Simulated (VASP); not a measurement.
# Si (P1) in VASP: notebook, part 2 of 3

VASP 6.6.1. Earlier steps stand in the parts before.

### Step 3. Single point, LDA

File INCAR:

```
  ALGO = Normal
  EDIFF = 1E-6
  ENCUT = 520
  GGA = CA
  ISIF = 2
  ISMEAR = -1
  LASPH = T
  LCHARG = F
  LREAL = Auto
  LWAVE = F
  NBANDS = 46
  NELM = 100
  PREC = Accurate
  SIGMA = 0.17
```

File KPOINTS:

```
k-points
0
Gamma
  2 2 2
```

File POSCAR:

```
Si
1.0
    0.0000000000      5.6889540000      5.6889540000
    5.6889540000      0.0000000000      5.6889540000
    5.6889540000      5.6889540000      0.0000000000
Si
16
Direct
    0.0507650440     -0.0205837488     -0.0054315785
    0.1437962058      0.1615323309      0.0441821115
   -0.0287311165      0.1245659571      0.4320390005
    0.2092212382      0.1520402520      0.6000839522
    0.0078221761      0.5265642858     -0.0596594734
    0.1430842999      0.6131531385      0.0975750551
   -0.0006855390      0.5168085381      0.4807386384
    0.0370103186      0.7231469968      0.5637855395
    0.4803870799      0.0207243722     -0.0025663769
    0.6520267170      0.1396829716      0.0711818025
    0.5708958097      0.0449819070      0.4174756906
    0.5724602449      0.2030953318      0.6129246255
    0.5492310186      0.5583891169     -0.0793379591
    0.6482386745      0.6518245709      0.0502904400
    0.4445896381      0.5528696488      0.4896594348
    0.6424379596      0.6728829236      0.5644095558
```

Potentials or basis: VASP PAW LDA potentials, release 64 (Si).

Command:

```
cat potpaw_LDA.64/Si/POTCAR > POTCAR
mpirun -np 1 vasp_std > vasp.out
```

OUTCAR:

```text
EDIFF = 1E-6
   ENCUT = 520
   GGA = CA
   ISIF = 2
   ISMEAR = -1
   LASPH = T
   LREAL = Auto
   NELM = 100
   PREC = Accurate

 ion  position               nearest neighbor table
   1  0.051  0.979  0.995-   2 2.20   6 2.43   4 2.64  10 2.65
   2  0.144  0.162  0.044-   1 2.20   9 2.26   5 2.40   3 2.63
   3  0.971  0.125  0.432-   2 2.63  12 2.65   8 2.69   4 2.98
   4  0.209  0.152  0.600-  11 2.42   7 2.50   1 2.64   3 2.98
   5  0.008  0.527  0.940-  14 2.36   2 2.40   6 2.51   8 2.57
   6  0.143  0.613  0.098-   1 2.43   5 2.51   7 2.53  13 2.73
[... 8 lines left out ...]
  15  0.445  0.553  0.490-  12 2.30  16 2.63   8 2.71  14 2.92
  16  0.642  0.673  0.564-  13 2.35   7 2.36  11 2.47  15 2.63

  LATTYP: Found a face centered cubic cell.
 ALAT       =    11.3779080000

  Lattice vectors:

 A1 = (   0.0000000000,   5.6889540000,   5.6889540000)
 A2 = (   5.6889540000,   0.0000000000,   5.6889540000)
 A3 = (   5.6889540000,   5.6889540000,   0.0000000000)

Analysis of symmetry for initial positions (statically):
[... 5 lines left out ...]
 face centered cubic supercell.
[... 182 lines left out ...]
 fundamental gap:      0.0807423326
 Fermi energy:         4.6357014903

 k-point     1 :       0.0000    0.0000    0.0000
  band No.  band energies     occupation
      1      -6.8237      2.00000
      2      -5.1776      2.00000
      3      -4.9202      2.00000
      4      -4.7112      2.00000
      5      -4.3479      2.00000
      6      -3.4599      2.00000
[... 365 lines left out ...]
     43       8.1324      0.00000
     44       8.1722      0.00000
 [bands above 44 left out]

------------------------ aborting loop because EDIFF is reached ----------------------------------------

  FORCE on cell =-STRESS in cart. coord.  units (eV):
  Direction    XX          YY          ZZ          XY          YZ          ZX
  --------------------------------------------------------------------------------------
  -------------------------------------------------------------------------------------
  Total      -18.2010567    -19.6764066    -20.5474586      3.7021507      3.5960738      4.1410288
  in kB      -79.1917467    -85.6109091    -89.4008058     16.1078441     15.6463094     18.0173773
  external PRESSURE =     -84.7344872 kB  Pullay stress =       0.0000000 kB

 VOLUME and BASIS-vectors are now :
 -----------------------------------------------------------------------------
  energy-cutoff  :      520.00
  volume of cell :      368.24
      direct lattice vectors                 reciprocal lattice vectors
     0.000000000  5.688954000  5.688954000    -0.087889619  0.087889619  0.087889619
     5.688954000  0.000000000  5.688954000     0.087889619 -0.087889619  0.087889619
     5.688954000  5.688954000  0.000000000     0.087889619  0.087889619 -0.087889619

 POSITION                                       TOTAL-FORCE (eV/Angst)
 -----------------------------------------------------------------------------------
     11.22991      5.94685      5.86065        -1.299816     -2.223655     -0.995914
      1.17030      1.06940      1.73700         2.389672      0.448367     -0.134256
      3.16650      7.98335      6.23415        -0.457707      0.549536     -0.760338
      4.27880      4.60410      2.05520         0.479024     -0.937664     -1.138221
      8.34515      5.39405      3.04010         0.020830     -0.377478      0.737370
      4.04330      1.36910      4.30220         0.008372      0.429384      0.772268
[... 8 lines left out ...]
      5.93090      5.31490      5.67450         0.227321     -0.936628      1.177051
      7.03890      6.86570      7.48280        -0.097268     -0.701649     -0.560692
 -----------------------------------------------------------------------------------
    total drift:                               -0.005248     -0.000052      0.005469

  FREE ENERGIE OF THE ION-ELECTRON SYSTEM (eV)
  ---------------------------------------------------
  free  energy   TOTEN  =       -86.9721975888 eV

  energy  without entropy=      -86.5171217133  energy(sigma->0) =      -86.74465965
```

stdout:

```text
POSCAR found type information on POSCAR Si
 POSCAR found :  1 types and      16 ions
 scaLAPACK will be used
 LDA part: xc-table for (Slater(with rela. corr.)+CA(PZ))
 , standard interpolation
 POSCAR, INCAR and KPOINTS ok, starting setup
 FFT: planning ... GRIDC
 FFT: planning ... GRID_SOFT
 FFT: planning ... GRID
 WAVECAR not read
 entering main loop
```

Wall time 2.2 min (1 thread of Intel Xeon 6975P-C (Granite Rapids), shared host); peak memory 0.37 GiB.

Results:

* Free energy: -86.9722 eV
* Pressure: -8.5 GPa
* Largest force: 4.154 eV/Å
* Band gap on the k mesh: zero (band 32 reaches 4.67 eV, above the bottom of band 33 at 4.59 eV)

Forces on the atoms (eV/Å):
```
Si  -1.300 -2.224 -0.996
Si   2.390  0.448 -0.134
Si  -0.458  0.550 -0.760
Si   0.479 -0.938 -1.138
Si   0.021 -0.377  0.737
Si   0.008  0.429  0.772
Si  -1.552 -0.129  0.009
Si   0.887  1.689  1.600
Si  -1.519  0.434  1.348
Si   0.024 -0.113  1.710
Si   0.870  0.621 -1.124
Si  -1.146  0.922  0.064
Si  -1.820 -1.573 -3.387
Si   2.985  1.900  0.684
Si   0.227 -0.937  1.177
Si  -0.097 -0.702 -0.561
```

Stress tensor (GPa, compression positive):
```
-7.92  1.61  1.80
 1.61 -8.56  1.56
 1.80  1.56 -8.94
```

Levels at points of the mesh, in eV from the Fermi level:
```tsv
k point	band 30	band 31	band 32	band 33	band 34	band 35
(0.00, 0.00, 0.00)	-0.57	-0.25	-0.20	0.14	0.20	0.35
(0.50, 0.00, 0.00)	-0.81	-0.44	-0.38	0.59	0.69	0.72
(0.00, 0.50, 0.00)	-0.69	-0.30	-0.23	-0.04	0.24	0.86
(0.00, 0.00, 0.50)	-0.87	-0.47	-0.18	0.39	0.55	0.56
(0.50, 0.50, 0.50)	-0.81	-0.56	0.04	0.33	0.79	0.97
(0.50, 0.50, 0.00)	-1.14	-0.92	-0.71	0.54	1.04	1.37
(0.00, 0.50, 0.50)	-1.05	-0.94	-0.46	0.67	0.75	1.27
(0.50, 0.00, 0.50)	-1.02	-0.86	-0.61	0.58	0.77	1.45
```

Caveat: the k points lie up to 0.48 Å⁻¹ apart; forces of over 1 eV/Å act on the atoms, so gaps and moduli don't describe the material at rest.

### Step 4. Single point, LDA

File INCAR:

```
  ALGO = Normal
  EDIFF = 1E-6
  ENCUT = 520
  ISIF = 2
  ISMEAR = -1
  LASPH = True
  LCHARG = False
  LREAL = Auto
  LWAVE = False
  NBANDS = 46
  NELM = 100
  PREC = Accurate
  SIGMA = 0.17
```

KPOINTS is that of step 3.

File POSCAR:

```
Si
1.0
    0.0000000000      5.6889540000      5.6889540000
    5.6889540000      0.0000000000      5.6889540000
    5.6889540000      5.6889540000      0.0000000000
Si
16
Direct
    0.0454828779      0.0556604958     -0.1202242099
    0.1027693316      0.2256741749      0.0067938676
    0.0402182897      0.0473549268      0.3798589336
    0.2086675336      0.1525236449      0.4602252013
   -0.0733263092      0.5512349019     -0.0472055144
    0.1284594672      0.6578362209      0.0476889073
    0.0216384242      0.5281287210      0.4143819760
    0.0565306030      0.6850292690      0.5893174738
    0.4726176376      0.0832138913     -0.0546673431
    0.6847743891      0.0919061747      0.0690021399
    0.5472183463     -0.0321148668      0.4347196339
    0.6346860952      0.1611895614      0.5658685235
    0.5865928956      0.4294989905     -0.0696613121
    0.5818995900      0.5925166560      0.1434358583
    0.4384813096      0.5241561102      0.4684868255
    0.5638206953      0.6210016815      0.5955664257
```

Potentials or basis: VASP PAW LDA potentials, release 64 (Si).

Command:

```
cat potpaw_LDA.64/Si/POTCAR > POTCAR
mpirun -np 1 vasp_std > vasp.out
```

OUTCAR:

```text
EDIFF = 1E-6
   ENCUT = 520
   ISIF = 2
   ISMEAR = -1
   LASPH = True
   LREAL = Auto
   NELM = 100
   PREC = Accurate

 ion  position               nearest neighbor table
   1  0.045  0.056  0.880-   2 2.37  10 2.45   6 2.64   4 2.77
   2  0.103  0.226  0.007-   5 2.20   1 2.37   9 2.47   3 2.50
   3  0.040  0.047  0.380-   4 2.35   2 2.50   8 2.51  12 2.69
   4  0.209  0.153  0.460-  11 2.32   3 2.35   7 2.53   1 2.77
   5  0.927  0.551  0.953-   2 2.20  14 2.34   8 2.39   6 2.69
   6  0.128  0.658  0.048-   7 2.41   1 2.64   5 2.69  13 3.06
   7  0.022  0.528  0.414-   6 2.41   8 2.49   4 2.53  16 3.04
   8  0.057  0.685  0.589-   5 2.39   7 2.49   3 2.51  15 2.52
   9  0.473  0.083  0.945-  10 2.41   2 2.47  12 2.52
  10  0.685  0.092  0.069-  13 2.23  11 2.41   9 2.41   1 2.45
  11  0.547  0.968  0.435-   4 2.32  16 2.38  10 2.41  12 2.74
  12  0.635  0.161  0.566-  15 2.44   9 2.52   3 2.69  11 2.74
  13  0.587  0.429  0.930-  10 2.23  16 2.39  14 2.61   6 3.06
  14  0.582  0.593  0.143-  15 2.16   5 2.34  13 2.61
  15  0.438  0.524  0.468-  14 2.16  16 2.30  12 2.44   8 2.52
  16  0.564  0.621  0.596-  15 2.30  11 2.38  13 2.39   7 3.04

  LATTYP: Found a face centered cubic cell.
 ALAT       =    11.3779080000

  Lattice vectors:

 A1 = (   0.0000000000,   5.6889540000,   5.6889540000)
 A2 = (   5.6889540000,   0.0000000000,   5.6889540000)
 A3 = (   5.6889540000,   5.6889540000,   0.0000000000)

Analysis of symmetry for initial positions (statically):
[... 5 lines left out ...]
 face centered cubic supercell.

 Subroutine GETGRP returns: Found  1 space group operations
 (whereof  1 operations were pure point group operations)
 out of a pool of 48 trial point group operations.

The static configuration has the point symmetry C_1 .

Analysis of symmetry for dynamics (positions and initial velocities):
[... 5 lines left out ...]
 face centered cubic supercell.

 Subroutine GETGRP returns: Found  1 space group operations
 (whereof  1 operations were pure point group operations)
 out of a pool of 48 trial point group operations.

The dynamic configuration has the point symmetry C_1 .

 Subroutine INISYM returns: Found  1 space group operations
 (whereof  1 operations are pure point group operations),
 and found     1 'primitive' translations

----------------------------------------------------------------------------------------

                                     Primitive cell

  volume of cell :     368.2369

  direct lattice vectors                    reciprocal lattice vectors
     0.000000000  5.688954000  5.688954000    -0.087889619  0.087889619  0.087889619
     5.688954000  0.000000000  5.688954000     0.087889619 -0.087889619  0.087889619
     5.688954000  5.688954000  0.000000000     0.087889619  0.087889619 -0.087889619

  length of vectors
     8.045395903  8.045395903  8.045395903     0.152229286  0.152229286  0.152229286

  position of ions in fractional coordinates (direct lattice)
     0.045482878  0.055660496  0.879775790
     0.102769332  0.225674175  0.006793868
     0.040218290  0.047354927  0.379858934
     0.208667534  0.152523645  0.460225201
     0.926673691  0.551234902  0.952794486
     0.128459467  0.657836221  0.047688907
[... 8 lines left out ...]
     0.438481310  0.524156110  0.468486826
     0.563820695  0.621001681  0.595566426

  ion indices of the primitive-cell ions
   primitive index   ion index
                 1           1
                 2           2
                 3           3
                 4           4
[... 44 lines left out ...]
  0.000000  0.000000  0.500000      1.000000
  0.500000  0.500000  0.500000      1.000000
  0.500000  0.500000  0.000000      1.000000
  0.000000  0.500000  0.500000      1.000000
  0.500000  0.000000  0.500000      1.000000
   k-points           NKPTS =      8   k-points in BZ     NKDIM =      8   number of bands    NBANDS=     46
   number of dos      NEDOS =    301   number of ions     NIONS =     16
   total plane-waves  NPLWV = 216000
   dimension x,y,z NGX =    60 NGY =   60 NGZ =   60
   dimension x,y,z NGXF=   120 NGYF=  120 NGZF=  120
   ions per type =              16
   NGX,Y,Z   is equivalent  to a cutoff of  12.40, 12.40, 12.40 a.u.
   NGXF,Y,Z  is equivalent  to a cutoff of  24.80, 24.80, 24.80 a.u.
 SYSTEM =  unknown system
   PREC   = accura    normal or accurate (medium, high low for compatibility)
   ISTART =      0    job   : 0-new  1-cont  2-samecut
   ICHARG =      2    charge: 1-file 2-atom 10-const
   ISPIN  =      1    spin polarized calculation?
   LNONCOLLINEAR =      F non collinear calculations
   LSORBIT =      F    spin-orbit coupling
   LASPH  =      T    aspherical Exc in radial PAW
   ENCUT  =  520.0 eV  38.22 Ry    6.18 a.u.  14.96 14.96 14.96*2*pi/ulx,y,z
   NELM   =    100;   NELMIN=  2; NELMDL= -5     # of ELM steps
   EDIFF  = 0.1E-05   stopping-criterion for ELM
   LREAL  =      T    real-space projection
   EDIFFG = 0.1E-04   stopping-criterion for IOM
   NSW    =      0    number of steps for IOM
   IBRION =     -1    ionic relax: 0-MD 1-quasi-New 2-CG
   NFREE  =      0    steps in history (QN), initial steepest desc. (CG)
   ISIF   =      2    stress and relaxation
   ISYM   =      2    0-nonsym 1-usesym 2-fastsym
   POTIM  = 0.5000    time-step for ionic-motion
   TEBEG  =    0.0;   TEEND  =   0.0 temperature during run
   PSTRESS=    0.0 pullay stress
   NELECT =      64.0000    total number of electrons
   NUPDOWN=      -1.0000    fix difference up-down
   EMIN   =  10.00;   EMAX   =-10.00  energy-range for DOS
   EFERMI =   0.00;   METHOD = LEGACY
   ISMEAR =    -1;   SIGMA  =   0.17  broadening in eV -4-tet -1-fermi 0-gaus
   EFERMI_NEDOS =   21; number of points for ismear=-14 and -15
   IALGO  =     38    algorithm
   IMIX   =      4    mixing-type and parameters
     AMIX     =   0.40;   BMIX     =  1.00
     AMIX_MAG =   1.60;   BMIX_MAG =  1.00
  volume/ion in A,a.u.               =      23.01       155.31
  Fermi-wavevector in a.u.,A,eV,Ry     =   0.913606  1.726465 11.356462  0.834676
  Thomas-Fermi vector in A             =   2.038137
   LORBIT       =      0    0 simple, 1 ext, 2 COOP (PROOUT), +10 PAW based schemes
   GGA     = CA    functional components
   LHFCALC =     F    Hartree Fock is set to
   AEXX    =    0.0000 exact exchange contribution
   IVDW    =     0    specifies the selected vdW correction
   LEPSILON=     F    determine dielectric tensor
   LRPA    =     F    only Hartree local field effects (RPA)
 non-spin polarized calculation
  energy-cutoff  :      520.00
  volume of cell :      368.24
 maximum number of plane-waves:      9922
 NGX is ok and might be reduce to    60
   NGX = 29   NGY = 29   NGZ = 29

 number of electron      64.0000000 magnetization

 Free energy of the ion-electron system (eV)
  ---------------------------------------------------
  ext. energy  EPLUGINS =         0.00000000
  ---------------------------------------------------
  free energy    TOTEN  =       -86.17503171 eV

  energy without entropy =      -85.63190840  energy(sigma->0) =      -85.90347005

 E-fermi :   4.6594     XC(G=0):  -9.1293

 val. band max:        4.5546609548   @ k =   0.0000   0.0000   0.0000
 cond. band min:       4.7460513641   @ k =   0.0000   0.5000   0.0000
 fundamental gap:      0.1913904093
 Fermi energy:         4.6594408042

 k-point     1 :       0.0000    0.0000    0.0000
  band No.  band energies     occupation
      1      -6.8550      2.00000
      2      -5.2120      2.00000
      3      -5.1179      2.00000
      4      -4.7189      2.00000
      5      -4.1799      2.00000
      6      -3.5298      2.00000
[... 365 lines left out ...]
     43       7.9192      0.00000
     44       8.1219      0.00000
 [bands above 44 left out]

------------------------ aborting loop because EDIFF is reached ----------------------------------------

  FORCE on cell =-STRESS in cart. coord.  units (eV):
  Direction    XX          YY          ZZ          XY          YZ          ZX
  --------------------------------------------------------------------------------------
  -------------------------------------------------------------------------------------
  Total      -19.2453422    -16.3345339    -20.1404607     -0.5473982     -1.8069518      1.9674633
  in kB      -83.7353728    -71.0706141    -87.6299817     -2.3816980     -7.8619429      8.5603193
  external PRESSURE =     -80.8119895 kB  Pullay stress =       0.0000000 kB

 VOLUME and BASIS-vectors are now :
 -----------------------------------------------------------------------------
  energy-cutoff  :      520.00
  volume of cell :      368.24
      direct lattice vectors                 reciprocal lattice vectors
     0.000000000  5.688954000  5.688954000    -0.087889619  0.087889619  0.087889619
     5.688954000  0.000000000  5.688954000     0.087889619 -0.087889619  0.087889619
     5.688954000  5.688954000  0.000000000     0.087889619  0.087889619 -0.087889619

 POSITION                                       TOTAL-FORCE (eV/Angst)
 -----------------------------------------------------------------------------------
      5.32165      5.26375      0.57540        -1.215831     -0.120787     -0.716590
      1.32250      0.62330      1.86850        -1.292285      2.195604     -1.074417
      2.43040      2.38980      0.49820         0.652433     -0.758874     -1.024709
      3.48590      3.80530      2.05480         1.977182     -0.068767     -0.699333
      8.55635     10.69221      8.40775         1.558802      0.081153      1.665307
      4.01370      1.00210      4.47320        -0.045224     -0.355388      0.185028
[... 8 lines left out ...]
      5.64710      5.15970      5.47640         1.119092      1.007150     -1.977968
      6.92100      6.59570      6.74040        -0.186476      1.288127      1.197919
 -----------------------------------------------------------------------------------
    total drift:                                0.004721      0.002510      0.004111

  FREE ENERGIE OF THE ION-ELECTRON SYSTEM (eV)
  ---------------------------------------------------
  free  energy   TOTEN  =       -86.1750317054 eV

  energy  without entropy=      -85.6319083967  energy(sigma->0) =      -85.90347005
```

Run time: 2.5 min. Hardware: 1 thread of Intel Xeon 6975P-C (Granite Rapids), shared host; peak memory 0.37 GiB.

Results:

```
Free energy            : -86.1750 eV
Pressure               : -8.1 GPa
Largest force          : 3.620 eV/Å
Band gap on the k mesh : zero (band 32 reaches 4.77 eV, above the bottom of band 33 at 4.55 eV)
```

Forces on the atoms (eV/Å):
```
Si  -1.216 -0.121 -0.717
Si  -1.292  2.196 -1.074
Si   0.652 -0.759 -1.025
Si   1.977 -0.069 -0.699
Si   1.559  0.081  1.665
Si  -0.045 -0.355  0.185
Si  -0.108 -0.250 -0.350
Si  -1.321 -0.332  0.627
Si  -1.133 -0.036 -0.108
Si  -0.734  0.248 -0.639
Si   0.824  0.511  0.970
Si  -0.536  0.141 -0.444
Si   2.374 -1.073  0.591
Si  -1.933 -2.476  1.798
Si   1.119  1.007 -1.978
Si  -0.186  1.288  1.198
```

Levels at points of the mesh, in eV from the Fermi level:
```
           k point  band 29  band 30  band 31  band 32  band 33  band 34  band 35  band 36
(0.00, 0.00, 0.00)    -0.67    -0.54    -0.31    -0.14    -0.10     0.13     0.21     0.37
(0.50, 0.00, 0.00)    -1.11    -0.81    -0.50    -0.21     0.16     0.31     0.38     0.89
(0.00, 0.50, 0.00)    -1.19    -0.80    -0.64     0.09     0.32     0.41     0.70     0.77
(0.00, 0.00, 0.50)    -1.08    -0.54    -0.48    -0.44     0.16     0.48     0.73     0.94
(0.50, 0.50, 0.50)    -0.99    -0.79    -0.32     0.11     0.37     0.56     0.83     0.93
(0.50, 0.50, 0.00)    -1.32    -0.98    -0.75    -0.67     0.59     0.82     1.22     1.36
(0.00, 0.50, 0.50)    -1.21    -0.97    -0.76    -0.47     0.55     0.74     0.99     1.36
(0.50, 0.00, 0.50)    -1.33    -1.19    -0.59    -0.24     0.64     0.86     1.02     1.41
```

Caveat: the k points lie up to 0.48 Å⁻¹ apart; forces of over 1 eV/Å act on the atoms, so gaps and moduli don't describe the material at rest.

(Continued in part 3 of 3.)
